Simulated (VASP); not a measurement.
Pb: single point with PBEsol

Crystal: Pb.

```xyz
1
Lattice="-1.8807 1.8807 2.0786 1.8807 -1.8807 2.0786 1.8807 1.8807 -2.0786" Properties=species:S:1:pos:R:3 pbc="T T T"
Pb    0.0000    0.0000    0.0000
```

This cell differs from its parent crystal: strain -0.050 along x and y, +0.050 along z.

| Quantity | Value |
| --- | --- |
| Program | VASP 6.6.1 |
| Task | single point |
| Functional | PBEsol |
| Potentials or basis | VASP PAW PBE potentials, release 64 (Pb_d) |
| Cutoff | 520 eV |
| k mesh | 18 × 18 × 18 |
| Occupations | gaussian, width 0.15 eV |
| Spin | no spin polarisation |

```yaml
Pressure: 0.9 GPa
Band_gap_on_the_k_mesh: zero (bands 7 and 8 overlap by 9.67 eV)
```

Stress tensor (GPa, compression positive):
```
0.52 0.00 0.00
0.00 0.52 0.00
0.00 0.00 1.77
```

Levels at points of the mesh, in eV from the Fermi level:
| k point | band 4 | band 5 | band 6 | band 7 | band 8 | band 9 | band 10 | band 11 |
| --- | --- | --- | --- | --- | --- | --- | --- | --- |
| (0.00, 0.00, 0.00) | -16.84 | -16.78 | -11.98 | 7.62 | 7.97 | 7.97 | 10.47 | 11.86 |
| (0.50, 0.00, 0.00) | -16.79 | -16.65 | -8.04 | -4.29 | 4.03 | 5.79 | 8.31 | 9.66 |
| (0.50, 0.50, 0.00) | -16.77 | -16.63 | -7.56 | -4.01 | 2.87 | 4.20 | 6.87 | 8.20 |
| (0.50, 0.50, 0.50) | -16.67 | -16.67 | -5.18 | -1.51 | 0.22 | 0.22 | 4.37 | 5.15 |

Wall time 5.9 min on 1 thread of Intel Xeon 8259CL, on a shared host, peak memory 0.29 GiB.

Caveat: the cell differs from its parent crystal (strain -0.050 along x and y, +0.050 along z); the PAW data sets were made with another functional, which shifts forces and pressure a little; spin-orbit coupling is left out, which moves the levels of the heavy elements.
